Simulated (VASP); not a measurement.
# Ag in VASP: further runs

Ag is run at these levels: PBE; tasks: single point.

All numbers are computed with VASP 6.6.1; they aren't measurements. Logs are shortened: lines on timing, memory, paths and dates and some standing lists are left out, and cuts for length are marked.

### Step 1. The cell of the first run

The typed cell holds 1 atom: a = 2.972 Å, b = 2.994 Å, c = 2.975 Å, α = 59.62°, β = 60.46°, γ = 59.83°.

### Step 2. Single point, PBE (strained)

File INCAR:

```
SYSTEM = Ag
PREC = Accurate
ENCUT = 500
EDIFF = 1E-6
ISMEAR = 0
SIGMA = 0.1
LREAL = .False.
LASPH = .True.
NELM = 120
ALGO = Normal
ISIF = 2
LWAVE = .False.
LCHARG = .True.
GGA = PE
LELF = .True.
LVHAR = .True.
NBANDS = 12
GGA_COMPAT = .False.
```

File KPOINTS:

```
Automatic mesh
0
Gamma
  16 16 16
  0 0 0
```

File POSCAR:

```
Ag
1.0
    0.0000000000      2.0881094930      2.1148332410
    2.1210442650      0.0016344800      2.1131987610
    2.1210442650      2.0864750130      0.0016344800
Ag
1
Direct
    0.0000000000      0.0000000000      0.0000000000
```

Potentials or basis: VASP PAW PBE potentials, release 64 (Ag).

Started as:

```console
$ cat potpaw_PBE.64/Ag/POTCAR > POTCAR
$ mpirun -np 1 vasp_std > vasp.out
```

OUTCAR:

```text
SYSTEM = Ag
   PREC = Accurate
   ENCUT = 500
   EDIFF = 1E-6
   ISMEAR = 0
   LREAL = .False.
   LASPH = .True.
   NELM = 120
   ISIF = 2
   GGA = PE

 ion  position               nearest neighbor table
   1  0.000  0.000  0.000-

  LATTYP: Found a base centered monoclinic cell.
 ALAT       =     4.1729513064
 B/A-ratio  =     1.0165679440
 C/A-ratio  =     0.7110953977
 COS(beta)  =    -0.7020318459

  Lattice vectors:

 A1 = (   2.1210442650,  -2.0864750130,  -0.0016344800)
 A2 = (  -2.1210442650,  -2.0864750130,  -0.0016344800)
 A3 = (   0.0000000000,   2.0848405330,  -2.1115642810)

Analysis of symmetry for initial positions (statically):
=====================================================================
 Subroutine PRICEL returns:
 Original cell was already a primitive cell.

 Routine SETGRP: Setting up the symmetry group for a
 base centered monoclinic supercell.

 Subroutine GETGRP returns: Found  4 space group operations
 (whereof  4 operations were pure point group operations)
 out of a pool of  4 trial point group operations.

The static configuration has the point symmetry C_2h.

Analysis of symmetry for dynamics (positions and initial velocities):
=====================================================================
 Subroutine PRICEL returns:
 Original cell was already a primitive cell.

 Routine SETGRP: Setting up the symmetry group for a
 base centered monoclinic supercell.

 Subroutine GETGRP returns: Found  4 space group operations
 (whereof  4 operations were pure point group operations)
 out of a pool of  4 trial point group operations.

The dynamic configuration has the point symmetry C_2h.

 Subroutine INISYM returns: Found  4 space group operations
 (whereof  4 operations are pure point group operations),
 and found     1 'primitive' translations

----------------------------------------------------------------------------------------

                                     Primitive cell

  volume of cell :      18.7039

  direct lattice vectors                    reciprocal lattice vectors
     0.000000000  2.088109493  2.114833241    -0.235732940  0.239453417  0.236422918
     2.121044265  0.001634480  2.113198761     0.235732940 -0.239824120  0.236793622
     2.121044265  2.086475013  0.001634480     0.235732940  0.239824120 -0.236793622

  length of vectors
     2.971989383  2.994067543  2.975266278     0.410857340  0.411286818  0.411286818

  position of ions in fractional coordinates (direct lattice)
[... 73 lines left out ...]
   LSORBIT =      F    spin-orbit coupling
   LASPH  =      T    aspherical Exc in radial PAW
   ENCUT  =  500.0 eV  36.75 Ry    6.06 a.u.   5.42  5.46  5.42*2*pi/ulx,y,z
   NELM   =    120;   NELMIN=  2; NELMDL= -5     # of ELM steps
   EDIFF  = 0.1E-05   stopping-criterion for ELM
   LREAL  =      F    real-space projection
[... 7 lines left out ...]
   TEBEG  =    0.0;   TEEND  =   0.0 temperature during run
   PSTRESS=    0.0 pullay stress
   NELECT =      11.0000    total number of electrons
   NUPDOWN=      -1.0000    fix difference up-down
   EMIN   =  10.00;   EMAX   =-10.00  energy-range for DOS
   EFERMI =   0.00;   METHOD = LEGACY
   ISMEAR =     0;   SIGMA  =   0.10  broadening in eV -4-tet -1-fermi 0-gaus
   EFERMI_NEDOS =   21; number of points for ismear=-14 and -15
   IALGO  =     38    algorithm
   IMIX   =      4    mixing-type and parameters
     AMIX     =   0.40;   BMIX     =  1.00
     AMIX_MAG =   1.60;   BMIX_MAG =  1.00
  volume/ion in A,a.u.               =      18.70       126.22
  Fermi-wavevector in a.u.,A,eV,Ry     =   1.371602  2.591952 25.596526  1.881292
  Thomas-Fermi vector in A             =   2.497284
   LORBIT       =      0    0 simple, 1 ext, 2 COOP (PROOUT), +10 PAW based schemes
   GGA     = PE    functional components
   LHFCALC =     F    Hartree Fock is set to
   AEXX    =    0.0000 exact exchange contribution
   IVDW    =     0    specifies the selected vdW correction
   LEPSILON=     F    determine dielectric tensor
   LRPA    =     F    only Hartree local field effects (RPA)
 non-spin polarized calculation
 Gauss-broadening in eV      SIGMA  =   0.10
  energy-cutoff  :      500.00
  volume of cell :       18.70
 maximum number of plane-waves:       503
 NGX is ok and might be reduce to    24
   NGX = 11   NGY = 11   NGZ = 11

 number of electron      11.0000003 magnetization

 Free energy of the ion-electron system (eV)
  ---------------------------------------------------
  ext. energy  EPLUGINS =         0.00000000
  ---------------------------------------------------
  free energy    TOTEN  =        -2.70893487 eV

  energy without entropy =       -2.70751597  energy(sigma->0) =       -2.70822542

 E-fermi :   7.1803     XC(G=0): -11.6654

 val. band max:        7.1721189706   @ k =  -0.1250  -0.4375   0.0625
 cond. band min:       7.2036404639   @ k =   0.4375  -0.0625   0.1250
 fundamental gap:      0.0315214933
 Fermi energy:         7.1803197975

 k-point     1 :       0.0000    0.0000    0.0000
  band No.  band energies     occupation
      1       0.0961      2.00000
      2       2.6815      2.00000
      3       2.7019      2.00000
      4       2.7698      2.00000
      5       3.5519      2.00000
      6       3.6339      2.00000
      7      23.0071      0.00000
      8      25.9728      0.00000
      9      26.0013      0.00000
     10      26.1333      0.00000
     11      30.6328      0.00000
     12      31.1361      0.00000
[... 331 lines left out ...]
 k-point    24 :      -0.1250    0.0625   -0.0000
  band No.  band energies     occupation
      1       0.7740      2.00000
      2       2.5846      2.00000
      3       2.8686      2.00000
      4       2.8958      2.00000
      5       3.4793      2.00000
      6       3.6565      2.00000
      7      21.5674      0.00000
      8      23.1309      0.00000
      9      25.2754      0.00000
     10      27.1051      0.00000
     11      28.4911      0.00000
     12      30.7022      0.00000

 [... further k-points ...]
[... 5 lines left out ...]
  --------------------------------------------------------------------------------------
  -------------------------------------------------------------------------------------
  Total       -0.4613290     -0.4031668     -0.4510750      0.0000000     -0.0061280     -0.0000000
  in kB      -39.5173943    -34.5352258    -38.6390412      0.0000000     -0.5249236     -0.0000000
  external PRESSURE =     -37.5638871 kB  Pullay stress =       0.0000000 kB

 VOLUME and BASIS-vectors are now :
 -----------------------------------------------------------------------------
  energy-cutoff  :      500.00
  volume of cell :       18.70
      direct lattice vectors                 reciprocal lattice vectors
     0.000000000  2.088109493  2.114833241    -0.235732940  0.239453417  0.236422918
     2.121044265  0.001634480  2.113198761     0.235732940 -0.239824120  0.236793622
     2.121044265  2.086475013  0.001634480     0.235732940  0.239824120 -0.236793622

 POSITION                                       TOTAL-FORCE (eV/Angst)
 -----------------------------------------------------------------------------------
      0.00000      0.00000      0.00000         0.000000      0.000000      0.000000
 -----------------------------------------------------------------------------------
    total drift:                               -0.000000      0.000000      0.000000

  FREE ENERGIE OF THE ION-ELECTRON SYSTEM (eV)
  ---------------------------------------------------
  free  energy   TOTEN  =        -2.7089348748 eV

  energy  without entropy=       -2.7075159690  energy(sigma->0) =       -2.70822542
```

OSZICAR:

```text
N       E                     dE             d eps       ncg     rms          rms(c)
DAV:   1     0.504397506839E+02    0.50440E+02   -0.52867E+03 26712   0.789E+02
DAV:   2    -0.215115894870E+01   -0.52591E+02   -0.49658E+02 30492   0.186E+02
DAV:   3    -0.293138804751E+01   -0.78023E+00   -0.77978E+00 30992   0.243E+01
DAV:   4    -0.293384661060E+01   -0.24586E-02   -0.24585E-02 30436   0.143E+00
DAV:   5    -0.293386771281E+01   -0.21102E-04   -0.21102E-04 31248   0.120E-01    0.411E+00
DAV:   6    -0.271587467199E+01    0.21799E+00   -0.92224E-01 28552   0.845E+00    0.280E+00
DAV:   7    -0.271097846383E+01    0.48962E-02   -0.54186E-03 30556   0.726E-01    0.163E+00
DAV:   8    -0.270892015525E+01    0.20583E-02   -0.71476E-04 29336   0.215E-01    0.652E-02
DAV:   9    -0.270892985064E+01   -0.96954E-05   -0.93829E-06 31296   0.227E-02    0.233E-02
DAV:  10    -0.270893512211E+01   -0.52715E-05   -0.40405E-06 29592   0.191E-02    0.301E-03
DAV:  11    -0.270893487484E+01    0.24727E-06   -0.69058E-08 16072   0.221E-03
   1 F= -.27089349E+01 E0= -.27082254E+01  d E =-.141891E-02
```

stdout:

```text
POSCAR found type information on POSCAR Ag
 POSCAR found :  1 types and       1 ions
 scaLAPACK will be used
 LDA part: xc-table for (Slater+PW92), standard interpolation
 POSCAR, INCAR and KPOINTS ok, starting setup
 FFT: planning ... GRIDC
 FFT: planning ... GRID_SOFT
 FFT: planning ... GRID
 WAVECAR not read
 entering main loop
```

Run time: 4.3 min. Hardware: 1 thread of Intel Xeon 8259CL, shared host; peak memory 0.34 GiB.

Results:

| Property | Result |
| --- | --- |
| Free energy | -2.7089 eV |
| Pressure | -3.8 GPa |
| Band gap on the k mesh | zero (an odd number of electrons rules out a gap without spin polarisation) |

Stress tensor (GPa, compression positive):
```
-3.95  0.00  0.00
 0.00 -3.45 -0.05
 0.00 -0.05 -3.86
```

Levels at points of the mesh, in eV from the Fermi level:
| k point | band 1 | band 2 | band 3 | band 4 | band 5 | band 6 | band 7 | band 8 | band 9 | band 10 |
| --- | --- | --- | --- | --- | --- | --- | --- | --- | --- | --- |
| (0.00, 0.00, 0.00) | -7.08 | -4.50 | -4.48 | -4.41 | -3.63 | -3.55 | 15.83 | 18.79 | 18.82 | 18.95 |
| (0.50, 0.00, 0.00) | -5.82 | -4.52 | -4.44 | -2.93 | -2.89 | -0.13 | 3.14 | 15.03 | 16.79 | 17.16 |
| (0.00, 0.50, 0.00) | -5.82 | -4.51 | -4.44 | -2.93 | -2.89 | -0.12 | 3.16 | 15.02 | 16.77 | 17.12 |
| (0.50, 0.50, 0.00) | -5.84 | -5.74 | -2.94 | -2.77 | -2.70 | 1.67 | 6.01 | 10.28 | 10.28 | 16.17 |
| (0.50, 0.00, 0.50) | -5.84 | -5.73 | -2.94 | -2.74 | -2.72 | 1.88 | 6.31 | 10.06 | 10.06 | 15.94 |
| (0.00, 0.50, 0.50) | -5.85 | -5.74 | -2.94 | -2.76 | -2.71 | 1.62 | 5.93 | 10.32 | 10.37 | 16.22 |

Caveat: the cell differs from its parent crystal (strained); the cell stands under tension.

### Step 3. Single point, PBE (strained)

INCAR: that of step 2 with these lines changed.

```diff
@@ -12,6 +12,5 @@
 LWAVE = .False.
-LCHARG = .True.
+LCHARG = .False.
 GGA = PE
-LELF = .True.
-LVHAR = .True.
+ISYM = 0
 NBANDS = 12
```

File KPOINTS:

```
Automatic mesh
0
Gamma
  16 15 15
  0 0 0
```

File POSCAR:

```
Ag
1.0
   -0.0408620000      2.0738282240      2.0738282240
    2.0329662240      0.0000000000      2.0329662240
    2.0329662240      2.0329662240      0.0000000000
Ag
1
Direct
    0.0000000000      0.0000000000      0.0000000000
```

Potentials or basis: VASP PAW PBE potentials, release 64 (Ag).

Started as:

```console
$ cat potpaw_PBE.64/Ag/POTCAR > POTCAR
$ mpirun -np 1 vasp_std > vasp.out
```

Run time: 6.9 min. Hardware: 1 thread of Intel Xeon 8259CL, shared host; peak memory 0.44 GiB.

It converged, with:

- Free energy: -2.7122 eV
- Pressure: 3.0 GPa
- Band gap on the k mesh: zero (an odd number of electrons rules out a gap without spin polarisation)

Stress tensor (GPa, compression positive):
```
 3.03  0.49  0.49
 0.49  2.93 -0.65
 0.49 -0.65  2.93
```

Levels at points of the mesh, in eV from the Fermi level:
| k point | band 3 | band 4 | band 5 | band 6 | band 7 | band 8 | band 9 | band 10 |
| --- | --- | --- | --- | --- | --- | --- | --- | --- |
| (0.00, 0.00, 0.00) | -4.78 | -4.78 | -3.82 | -3.82 | 15.86 | 18.78 | 19.75 | 19.75 |
| (0.50, 0.00, 0.00) | -4.84 | -3.08 | -3.08 | -0.64 | 3.05 | 15.41 | 18.12 | 18.12 |

Caveat: the cell differs from its parent crystal (strained).

### Step 4. Single point, PBE

This run uses another cell than the first one, of 17.31 Å³/atom.

File INCAR:

```
PREC = Accurate ; ENCUT = 500
EDIFF = 1E-6 ; ISMEAR = 0
SIGMA = 0.1 ; LREAL = F
LASPH = T ; NELM = 120
ALGO = Normal ; ISIF = 2
LWAVE = F ; LCHARG = F
GGA = PE ; NBANDS = 12
ISYM = 0 ; GGA_COMPAT = F
```

File KPOINTS:

```
Automatic mesh
0
Gamma
  16 15 15
```

POSCAR is that of step 3.

Started as:

```console
$ cat potpaw_PBE.64/Ag/POTCAR > POTCAR
$ mpirun -np 1 vasp_std > vasp.out
```

It took 6.2 min on 1 thread of Intel Xeon 8259CL, shared host; peak memory 0.44 GiB.

It converged, with:

```yaml
Free_energy: -2.7122 eV
Pressure: 3.0 GPa
Band_gap_on_the_k_mesh: zero (an odd number of electrons rules out a gap without spin polarisation)
```

Stress tensor (GPa, compression positive):
```
 3.03  0.49  0.49
 0.49  2.93 -0.65
 0.49 -0.65  2.93
```

Levels at points of the mesh, in eV from the Fermi level:
| k point | band 4 | band 5 | band 6 | band 7 | band 8 | band 9 |
| --- | --- | --- | --- | --- | --- | --- |
| (0.00, 0.00, 0.00) | -4.78 | -3.82 | -3.82 | 15.86 | 18.78 | 19.75 |
| (0.50, 0.00, 0.00) | -3.08 | -3.08 | -0.64 | 3.05 | 15.41 | 18.12 |

### Step 5. Single point, PBE (the cell strained at random)

File INCAR:

```
  PREC = Accurate
  ENCUT = 500
  EDIFF = 1E-6
  ISMEAR = 0
  SIGMA = 0.1
  LREAL = F
  LASPH = T
  NELM = 120
  ALGO = Normal
  ISIF = 2
  LWAVE = F
  LCHARG = F
  GGA = PE
  NBANDS = 12
  GGA_COMPAT = F
```

File KPOINTS:

```
regular mesh
0
Gamma
  16 16 16
```

File POSCAR:

```
Ag
1.0
    0.0216568600      2.0609362630      2.0441624120
    2.1689753910     -0.0028194780      2.0686387500
    2.1792726150      2.0957098250     -0.0131167020
Ag
1
Direct
    0.0000000000      0.0000000000      0.0000000000
```

Started as:

```console
$ cat potpaw_PBE.64/Ag/POTCAR > POTCAR
$ mpirun -np 1 vasp_std > vasp.out
```

Wall time 6.8 min (1 thread of Intel Xeon 8259CL, shared host); peak memory 0.51 GiB.

It converged, with:

- Free energy: -2.7089 eV
- Pressure: -3.2 GPa
- Band gap on the k mesh: zero (an odd number of electrons rules out a gap without spin polarisation)

Stress tensor (GPa, compression positive):
```
-4.09 -0.49 -0.16
-0.49 -2.79  0.75
-0.16  0.75 -2.58
```

Levels at points of the mesh, in eV from the Fermi level:
```tsv
k point	band 2	band 3	band 4	band 5	band 6	band 7	band 8	band 9	band 10	band 11
(0.00, 0.00, 0.00)	-4.66	-4.46	-4.34	-3.73	-3.48	15.85	18.54	18.81	19.47	23.44
(0.50, 0.00, 0.00)	-4.61	-4.42	-2.95	-2.83	0.00	3.45	14.73	16.43	17.24	20.98
(0.00, 0.50, 0.00)	-4.69	-4.32	-2.94	-2.89	-0.17	3.14	14.79	16.76	17.81	21.07
(0.50, 0.50, 0.00)	-5.77	-2.96	-2.81	-2.64	2.02	6.58	9.71	10.23	15.68	16.18
(0.00, 0.00, 0.50)	-4.65	-4.34	-2.97	-2.88	-0.23	3.02	14.94	16.96	17.84	21.26
(0.50, 0.00, 0.50)	-5.76	-2.96	-2.83	-2.63	1.89	6.39	10.02	10.21	15.98	16.17
(0.00, 0.50, 0.50)	-5.79	-2.94	-2.76	-2.74	1.27	5.48	10.45	11.10	16.41	17.03
(0.50, 0.50, 0.50)	-4.54	-4.46	-3.01	-2.84	-0.14	3.19	15.01	16.80	17.40	21.35
```

Caveat: the cell differs from its parent crystal (the cell strained at random); the cell stands under tension.

### Step 6. Summary

| cell | k mesh | gap on the mesh (eV) | pressure (GPa) |
| --- | --- | --- | --- |
| a = 2.972, b = 2.994, c = 2.975 Å, angles 59.6, 60.5, 59.8°, 1 atom | 16 × 16 × 16 | none | -3.8 |
| a = 2.933, b = 2.875, c = 2.875 Å, angles 60.0, 60.7, 60.7°, 1 atom | 16 × 15 × 15 | none | 3.0 |
| a = 2.903, b = 2.997, c = 3.023 Å, angles 58.8, 60.4, 60.6°, 1 atom | 16 × 16 × 16 | none | -3.2 |

Alike in all rows: task single point; level PBE; potentials or basis VASP PAW PBE potentials, release 64 (Ag); no spin polarisation; cutoff (eV) 500; smearing gaussian 0.1 eV.

Caveats: the cell stands under tension (at least some runs).

Absolute energies hang on the potentials; compare differences alone.

The gap in the log of VASP goes by the Fermi energy; the results here count the filled bands.